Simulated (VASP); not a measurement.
**Rh: single point with PBE**

Rh:

```
Rh
1.0
     0.00000    1.89785    1.89785
     1.89785    0.00000    1.89785
     1.89785    1.89785    0.00000
Rh
1
Direct
  0.00000 0.00000 0.00000
```

```json
{
  "Program": "VASP 6.6.1",
  "Task": "single point",
  "Functional": "PBE",
  "Potentials or basis": "VASP PAW PBE potentials, release 64 (Rh_pv)",
  "Cutoff": "520 eV",
  "k mesh": "12 × 12 × 12",
  "Occupations": "gaussian, width 0.026 eV",
  "Spin": "no spin polarisation"
}
```

The pressure is 7.3 GPa.

Levels at points of the mesh, in eV from the Fermi level:
```csv
k point,band 3,band 4,band 5,band 6,band 7,band 8,band 9,band 10,band 11,band 12
"(0.00, 0.00, 0.00)",-46.46,-8.05,-3.17,-3.17,-3.17,-1.06,-1.06,15.94,20.42,21.44
"(0.50, 0.00, 0.00)",-46.56,-6.22,-3.25,-3.25,0.51,0.51,0.68,8.64,15.45,20.42
"(0.50, 0.50, 0.00)",-46.73,-6.43,-6.05,0.48,0.93,0.93,3.22,12.29,13.31,13.31
```

It took 27 s on 1 thread of Intel Xeon 8259CL, on a shared host, peak memory 0.13 GiB.
